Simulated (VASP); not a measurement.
The system is TaTl.

```
Ta Tl
1.0
     0.00000    2.94573    2.94573
     2.94573    0.00000    2.94573
     2.94573    2.94573    0.00000
Ta Tl
1 1
Direct
  0.00000 0.00000 0.00000
  0.75000 0.75000 0.75000
```

| Property | Result |
| --- | --- |
| Program | VASP 6.6.1 |
| Task | relaxation of cell and atoms |
| Functional | PBE |
| Potentials or basis | VASP PAW PBE potentials, release 64 (Ta_pv, Tl_d) |
| Cutoff | 600 eV |
| k mesh | 6 × 6 × 6 |
| Occupations | gaussian, width 0.1 eV |
| Spin | no spin polarisation |

At the start: pressure 19.5 GPa; volume 25.56 Å³/atom.

How do energy, volume and symmetry change on relaxing?

Over 4 steps the energy falls by 285.2 meV/atom and the volume is 31.34 Å³/atom (+22.6 %); space group F-43m (No. 216, to 0.05 Å).

Step by step:
| step | energy change (eV) | largest force (eV/Å) | pressure (GPa) | volume (Å³) |
| --- | --- | --- | --- | --- |
| 1 | 0.0000 | 0.0000 | 19.48 | 51.12 |
| 2 | -0.1421 | 0.0000 | -7.23 | 77.74 |
| 3 | -0.5700 | 0.0000 | -0.35 | 62.96 |
| 4 | -0.5704 | 0.0000 | -0.10 | 62.68 |

Final structure:
```cif
data_structure
_symmetry_space_group_name_H-M 'P 1'
_symmetry_Int_Tables_number 1
_cell_length_a 4.4588
_cell_length_b 4.4588
_cell_length_c 4.4588
_cell_angle_alpha 60.000
_cell_angle_beta 60.000
_cell_angle_gamma 60.000
_cell_volume 62.68
loop_
_atom_site_label
_atom_site_type_symbol
_atom_site_fract_x
_atom_site_fract_y
_atom_site_fract_z
_atom_site_occupancy
Ta1 Ta 0.00000 0.00000 0.00000 1
Tl1 Tl 0.75000 0.75000 0.75000 1
```

Caveat: the volume moved by over 15 % at a fixed basis, so the end points are rough.
